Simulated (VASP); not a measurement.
# Ag (C2/m) in VASP: electric field gradients with PBEsol

Aim: the electric field gradients of Ag with PBEsol.

All numbers are computed with VASP 6.6.1; they aren't measurements. Logs are shortened: lines on timing, memory, paths and dates and some standing lists are left out, and cuts for length are marked.

### 1 The cell of the first run

The structure is monoclinic, space group C2/m (No. 12). The conventional cell has a = 5.062 Å, b = 2.922 Å, c = 4.702 Å, α = 90.00°, β = 90.00°, γ = 90.00°. Ag (site symmetry m) has 1 Ag at 1.68 Å within 2.2 Å.

### 2 Electric field gradients, PBEsol (shortest bond scaled by 0.58)

File INCAR:

```
ALGO = Normal
EDIFF = 1E-8
ENCUT = 470
GGA = PS
GGA_COMPAT = False
ISIF = 2
ISMEAR = -1
LASPH = True
LCHARG = False
LEFG = True
LREAL = False
LWAVE = False
NBANDS = 26
NELM = 120
PREC = Accurate
SIGMA = 0.05
```

File KPOINTS:

```
k-points
0
Gamma
  12 12 7
```

File POSCAR:

```
Ag
1.0
    2.9222991408      0.0000000000      0.0000000000
   -1.4611495704      2.5307852934      0.0000000000
    0.0000000000      0.0000000000      4.7016618100
Ag
2
Direct
    0.1933333333      0.5966666667      0.1450000000
    0.8066666667      0.4033333333      0.8550000000
```

Potentials or basis: VASP PAW PBE potentials, release 64 (Ag_sv_GW).

Started as:

```
$ cat potpaw_PBE.64/Ag_sv_GW/POTCAR > POTCAR
$ mpirun -np 1 vasp_std > vasp.out
```

OUTCAR:

```text
EDIFF = 1E-8
   ENCUT = 470
   GGA = PS
   ISIF = 2
   ISMEAR = -1
   LASPH = True
   LREAL = False
   NELM = 120
   PREC = Accurate

 ion  position               nearest neighbor table
   1  0.193  0.597  0.145-   2 1.68   2 2.53   2 2.53
   2  0.807  0.403  0.855-   1 1.68   1 2.53   1 2.53

  LATTYP: Found a hexagonal cell.
 ALAT       =     2.9222991408
 C/A-ratio  =     1.6088913501

  Lattice vectors:

 A1 = (   2.9222991408,   0.0000000000,   0.0000000000)
 A2 = (  -1.4611495704,   2.5307852934,   0.0000000000)
 A3 = (   0.0000000000,   0.0000000000,   4.7016618100)

Analysis of symmetry for initial positions (statically):
=====================================================================
 Subroutine PRICEL returns:
 Original cell was already a primitive cell.

 Routine SETGRP: Setting up the symmetry group for a
 hexagonal supercell.

 Subroutine GETGRP returns: Found  4 space group operations
 (whereof  4 operations were pure point group operations)
 out of a pool of 24 trial point group operations.

The static configuration has the point symmetry C_2h.

Analysis of symmetry for dynamics (positions and initial velocities):
=====================================================================
 Subroutine PRICEL returns:
 Original cell was already a primitive cell.

 Routine SETGRP: Setting up the symmetry group for a
 hexagonal supercell.

 Subroutine GETGRP returns: Found  4 space group operations
 (whereof  4 operations were pure point group operations)
 out of a pool of 24 trial point group operations.

The dynamic configuration has the point symmetry C_2h.

 Subroutine INISYM returns: Found  4 space group operations
 (whereof  4 operations are pure point group operations),
 and found     1 'primitive' translations

----------------------------------------------------------------------------------------

                                     Primitive cell

  volume of cell :      34.7721

  direct lattice vectors                    reciprocal lattice vectors
     2.922299141  0.000000000  0.000000000     0.342196316  0.197567135  0.000000000
    -1.461149570  2.530785293  0.000000000     0.000000000  0.395134270  0.000000000
     0.000000000  0.000000000  4.701661810     0.000000000  0.000000000  0.212690755

  length of vectors
     2.922299141  2.922299141  4.701661810     0.395134270  0.395134270  0.212690755

  position of ions in fractional coordinates (direct lattice)
     0.193333333  0.596666667  0.145000000
     0.806666667  0.403333333  0.855000000

  ion indices of the primitive-cell ions
   primitive index   ion index
                 1           1
                 2           2

----------------------------------------------------------------------------------------

 KPOINTS: k-points

Automatic generation of k-mesh.
 Grid dimensions read from file:
 generate k-points for:   12   12    7

 Generating k-lattice:

  Cartesian coordinates                     Fractional coordinates (reciprocal lattice)
     0.028516360  0.016463928  0.000000000     0.083333333  0.000000000  0.000000000
     0.000000000  0.032927856  0.000000000     0.000000000  0.083333333  0.000000000
     0.000000000  0.000000000  0.030384394     0.000000000  0.000000000  0.142857143

  Length of vectors
     0.032927856  0.032927856  0.030384394

  Shift w.r.t. Gamma in fractional coordinates (k-lattice)
     0.000000000  0.000000000  0.000000000

 Subroutine IBZKPT returns following result:
 ===========================================

 Found    277 irreducible k-points:

 Following reciprocal coordinates:
            Coordinates               Weight
  0.000000  0.000000  0.000000      1.000000
  0.083333  0.000000  0.000000      2.000000
  0.000000  0.083333  0.000000      4.000000
  0.166667  0.000000  0.000000      2.000000
  0.000000  0.166667  0.000000      4.000000
  0.250000  0.000000  0.000000      2.000000
[... 16 lines left out ...]
 -0.083333  0.416667  0.000000      4.000000
 -0.416667  0.333333  0.000000      4.000000
 [... further k-points ...]
   k-points           NKPTS =    277   k-points in BZ     NKDIM =    277   number of bands    NBANDS=     26
   number of dos      NEDOS =    301   number of ions     NIONS =      2
   total plane-waves  NPLWV =  20736
   dimension x,y,z NGX =    24 NGY =   24 NGZ =   36
   dimension x,y,z NGXF=    48 NGYF=   48 NGZF=   72
   ions per type =               2
   NGX,Y,Z   is equivalent  to a cutoff of  13.65, 13.65, 12.73 a.u.
   NGXF,Y,Z  is equivalent  to a cutoff of  27.31, 27.31, 25.46 a.u.
 SYSTEM =  unknown system
   PREC   = accura    normal or accurate (medium, high low for compatibility)
   ISTART =      0    job   : 0-new  1-cont  2-samecut
   ICHARG =      2    charge: 1-file 2-atom 10-const
   ISPIN  =      1    spin polarized calculation?
   LNONCOLLINEAR =      F non collinear calculations
   LSORBIT =      F    spin-orbit coupling
   LASPH  =      T    aspherical Exc in radial PAW
   ENCUT  =  470.0 eV  34.54 Ry    5.88 a.u.   5.17  5.17  8.31*2*pi/ulx,y,z
   NELM   =    120;   NELMIN=  2; NELMDL= -5     # of ELM steps
   EDIFF  = 0.1E-07   stopping-criterion for ELM
   LREAL  =      F    real-space projection
   EDIFFG = 0.1E-06   stopping-criterion for IOM
   NSW    =      0    number of steps for IOM
   IBRION =     -1    ionic relax: 0-MD 1-quasi-New 2-CG
   NFREE  =      0    steps in history (QN), initial steepest desc. (CG)
   ISIF   =      2    stress and relaxation
   ISYM   =      2    0-nonsym 1-usesym 2-fastsym
   POTIM  = 0.5000    time-step for ionic-motion
   TEBEG  =    0.0;   TEEND  =   0.0 temperature during run
   PSTRESS=    0.0 pullay stress
   NELECT =      38.0000    total number of electrons
   NUPDOWN=      -1.0000    fix difference up-down
   EMIN   =  10.00;   EMAX   =-10.00  energy-range for DOS
   EFERMI =   0.00;   METHOD = LEGACY
   ISMEAR =    -1;   SIGMA  =   0.05  broadening in eV -4-tet -1-fermi 0-gaus
   EFERMI_NEDOS =   21; number of points for ismear=-14 and -15
   IALGO  =     38    algorithm
   IMIX   =      4    mixing-type and parameters
     AMIX     =   0.40;   BMIX     =  1.00
     AMIX_MAG =   1.60;   BMIX_MAG =  1.00
  volume/ion in A,a.u.               =      17.39       117.33
  Fermi-wavevector in a.u.,A,eV,Ry     =   1.686264  3.186577 38.687981  2.843486
  Thomas-Fermi vector in A             =   2.768960
   LORBIT       =      0    0 simple, 1 ext, 2 COOP (PROOUT), +10 PAW based schemes
   GGA     = PS    functional components
   LHFCALC =     F    Hartree Fock is set to
   AEXX    =    0.0000 exact exchange contribution
   IVDW    =     0    specifies the selected vdW correction
   LEPSILON=     F    determine dielectric tensor
   LRPA    =     F    only Hartree local field effects (RPA)
 non-spin polarized calculation
  energy-cutoff  :      470.00
  volume of cell :       34.77
 maximum number of plane-waves:       817
 NGX is ok and might be reduce to    24
   NGX = 11   NGY = 11   NGZ = 17

 number of electron      37.9999989 magnetization

 Free energy of the ion-electron system (eV)
  ---------------------------------------------------
  ext. energy  EPLUGINS =         0.00000000
  ---------------------------------------------------
  free energy    TOTEN  =        12.71636525 eV

  energy without entropy =       12.72045351  energy(sigma->0) =       12.71840938

 E-fermi :   7.2681     XC(G=0): -12.1541

 val. band max:        7.2617681994   @ k =   0.3333   0.0000   0.4286
 cond. band min:       7.2729457090   @ k =  -0.0833   0.2500   0.2857
 fundamental gap:      0.0111775096
 Fermi energy:         7.2680620902

 k-point     1 :       0.0000    0.0000    0.0000
  band No.  band energies     occupation
      1     -87.0100      2.00000
      2     -85.3856      2.00000
      3     -53.3181      2.00000
      4     -49.7346      2.00000
      5     -49.7308      2.00000
      6     -49.0443      2.00000
[... 18 lines left out ...]
     25      26.0631      0.00000
     26      27.2895      0.00000

 k-point     2 :       0.0833    0.0000    0.0000
  band No.  band energies     occupation
      1     -87.0072      2.00000
      2     -85.3875      2.00000
      3     -53.3223      2.00000
      4     -49.7576      2.00000
      5     -49.7445      2.00000
      6     -49.0286      2.00000
[... 18 lines left out ...]
     25      25.3116      0.00000
[... 608 lines left out ...]
     25      19.7053      0.00000
     26      22.2798      0.00000

 k-point    24 :      -0.4167    0.3333    0.0000
  band No.  band energies     occupation
      1     -86.9838      2.00000
      2     -85.3961      2.00000
      3     -53.3400      2.00000
      4     -49.9839      2.00000
      5     -49.7654      2.00000
      6     -49.0022      2.00000
[... 18 lines left out ...]
     25      19.8642      0.00000
     26      22.2643      0.00000

 [... further k-points ...]

------------------------ aborting loop because EDIFF is reached ----------------------------------------

  FORCE on cell =-STRESS in cart. coord.  units (eV):
  Direction    XX          YY          ZZ          XY          YZ          ZX
  --------------------------------------------------------------------------------------
  -------------------------------------------------------------------------------------
  Total       29.1139623     11.4141089     68.5174072     15.3285227     22.9732146     39.7907725
  in kB     1341.4686830    525.9218728   3157.0404279    706.2842556   1058.5246885   1833.4184311
  external PRESSURE =    1674.8103279 kB  Pullay stress =       0.0000000 kB

 VOLUME and BASIS-vectors are now :
 -----------------------------------------------------------------------------
  energy-cutoff  :      470.00
  volume of cell :       34.77
      direct lattice vectors                 reciprocal lattice vectors
     2.922299141  0.000000000  0.000000000     0.342196316  0.197567135  0.000000000
    -1.461149570  2.530785293  0.000000000     0.000000000  0.395134270  0.000000000
     0.000000000  0.000000000  4.701661810     0.000000000  0.000000000  0.212690755

 POSITION                                       TOTAL-FORCE (eV/Angst)
 -----------------------------------------------------------------------------------
     -0.30684      1.51004      0.68174        29.249876     16.887424     52.126179
      1.76799      1.02075      4.01992       -29.249876    -16.887424    -52.126179
 -----------------------------------------------------------------------------------
    total drift:                                0.000000      0.000000     -0.000000

  FREE ENERGIE OF THE ION-ELECTRON SYSTEM (eV)
  ---------------------------------------------------
  free  energy   TOTEN  =        12.7163652453 eV

  energy  without entropy=       12.7204535110  energy(sigma->0) =       12.71840938

 Electric field gradients (V/A^2)
---------------------------------------------------------------------
 ion       V_xx      V_yy      V_zz      V_xy      V_xz      V_yz
---------------------------------------------------------------------
   1     -48.437   -55.033   103.469     5.706    59.528    34.369
   2     -48.437   -55.033   103.469     5.706    59.528    34.369
---------------------------------------------------------------------

 Electric field gradients after diagonalization (V/A^2)
 (convention: |V_zz| > |V_xx| > |V_yy|)
----------------------------------------------------------------------
 ion       V_xx      V_yy      V_zz     asymmetry (V_yy - V_xx)/ V_zz
----------------------------------------------------------------------
   1     -72.061   -58.326   130.387       0.105
   2     -72.061   -58.326   130.387       0.105
----------------------------------------------------------------------

           NMR quadrupolar parameters

 Cq : quadrupolar parameter    Cq=e*Q*V_zz/h
 eta: asymmetry parameters     (V_yy - V_xx)/ V_zz
 Q  : nuclear electric quadrupole moment in mb (millibarn)
----------------------------------------------------------------------
 ion       Cq(MHz)       eta       Q (mb)
----------------------------------------------------------------------
   1       0.315       0.105       1.000
   2       0.315       0.105       1.000
----------------------------------------------------------------------
```

It took 3.2 min on 1 thread of Intel Xeon Platinum 8488C (Sapphire Rapids), shared host; peak memory 0.32 GiB.

Results:

```yaml
Free_energy: 12.7164 eV
Pressure: 167.5 GPa
Largest_force: 62.112 eV/Å
Band_gap_on_the_k_mesh: zero (bands 19 and 20 overlap by 4.64 eV)
Largest_electric_field_gradient_by_atom: Ag +130.4 V/Å²
```

Forces on the atoms (eV/Å):
```
Ag   29.250  16.887  52.126
Ag  -29.250 -16.887 -52.126
```

Stress tensor (GPa, compression positive):
```
134.15  70.63 183.34
 70.63  52.59 105.85
183.34 105.85 315.70
```

Electric field gradients, principal values (V/Å²):
```tsv
atom	least	middle	greatest (by size)
1 Ag	-58.326	-72.061	130.387
2 Ag	-58.326	-72.061	130.387
```

Caveat: the cell differs from its parent crystal (shortest bond scaled by 0.58); atoms lie so close that the PAW spheres overlap strongly, which falsifies energies and pressures; the stress differs along the axes, from 53 to 316 GPa; without QUAD_EFG the Cq values of the log hold for a quadrupole moment of 1 mb, not for the nuclei; the PAW data sets were made with another functional, which shifts forces and pressure a little.
